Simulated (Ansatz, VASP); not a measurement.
**One calculation of SiC5, two programs**

```
Si C
1.0
     3.33261    0.00000    0.00000
    -1.66630    2.88612    0.00000
     0.00000    0.00000    8.41291
Si C
1 5
Direct
  0.00000 0.00000 0.50000
  0.00000 0.50000 0.00000
  0.50000 0.00000 0.00000
  0.50000 0.50000 0.00000
  0.66667 0.33333 0.50000
  0.33333 0.66667 0.50000
```

Change from the starting cell: species swapped into the YMg5 type (P-62m, No. 189).

Alike in both runs: task relaxation of cell and atoms; functional PBE; k mesh 12 × 12 × 6; occupations gaussian, width 0.1 eV; no spin polarisation.

|  | VASP | Ansatz |
| --- | --- | --- |
| version | VASP 6.6.1 | Ansatz 0.2.0 |
| potentials or method | VASP PAW PBE potentials, release 64 (Si, C), cutoff 600 eV | scalar-relativistic, plane waves, PAW |
| valence electrons in the cell | 24 | 24 |

```tsv
	VASP	Ansatz	Ansatz less VASP
gap on the k mesh at the Fermi level, each at its own relaxed structure (eV)	none	none	-
relaxed volume (Å³/atom)	12.00	12.81	+0.815
relaxed length of the cell vector where the two differ most in proportion (Å)	7.584	8.095	+0.5104
```

A gap of «none» marks a metal or a gap that the smearing closes. One of these differences is far larger than is usual between the two programs; its cause wasn't traced.
